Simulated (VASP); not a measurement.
Wanted: the native input for a VASP 6.6.1 run.

| Property | Result |
| --- | --- |
| Task | relaxation of cell and atoms |
| Functional | LDA |
| Potentials or basis | VASP PAW LDA potentials, release 64 (Mg, S) |
| Cutoff | 600 eV |
| k mesh | 8 × 8 × 8 |
| Occupations | fermi-dirac, width 0.02 eV |
| Spin | no spin polarisation |
| Dipole correction | no |
| Further INCAR settings | ALGO = Normal; EDIFF = 1e-06; IBRION = 2; EDIFFG = -0.005; NSW = 80; ISIF = 3 |

The structure of MgS lies in POSCAR:

```
MgS
1.0
    0.0000000000      2.8486069976      2.8486069976
    2.8486069976      0.0000000000      2.8486069976
    2.8486069976      2.8486069976      0.0000000000
Mg S
1 1
Direct
    0.0000000000      0.0000000000      0.0000000000
    0.7500000000      0.7500000000      0.7500000000
```

The input as run:

INCAR

```
SYSTEM = MgS
PREC     = Accurate       ! precision mode
ENCUT    = 600            ! plane-wave cutoff, eV
EDIFF    = 1E-6           ! SCF threshold, eV
ISMEAR   = -1             ! smearing method
SIGMA    = 0.02           ! smearing width, eV
LREAL    = .False.        ! projectors in reciprocal space
LASPH    = .True.         ! aspherical terms in the spheres
NELM     = 100            ! most SCF steps
ALGO     = Normal         ! electronic algorithm
ISIF     = 3              ! what is computed and relaxed
LWAVE    = .False.        ! write WAVECAR
LCHARG   = .False.        ! write CHGCAR
IBRION   = 2              ! ionic algorithm
NSW      = 80             ! ionic steps
EDIFFG   = -0.005         ! ionic threshold
```

KPOINTS

```
Automatic mesh
0
Gamma
  8 8 8
  0 0 0
```

Potentials or basis: VASP PAW LDA potentials, release 64 (Mg, S).

Command:

```console
$ cat potpaw_LDA.64/Mg/POTCAR potpaw_LDA.64/S/POTCAR > POTCAR
$ mpirun -np 1 vasp_std > vasp.out
```

Results of the run:

- Relaxed volume: 21.77 Å³/atom
- Relaxed cell: a = 3.949 Å, b = 3.949 Å, c = 3.949 Å, α = 60.00°, β = 60.00°, γ = 60.00°
- Space group after relaxing (to 0.05 Å): F-43m (No. 216)
- Energy gained by relaxing: 14.7 meV/atom
- Ionic steps: 3
- Pressure after relaxing: 0.0 GPa
- Band gap on the k mesh: 3.40 eV, direct

Wall time 8.1 s on 1 thread of AMD EPYC 9R45 96-Core Processor (Zen 5), with other jobs on the host, peak memory 0.14 GiB.
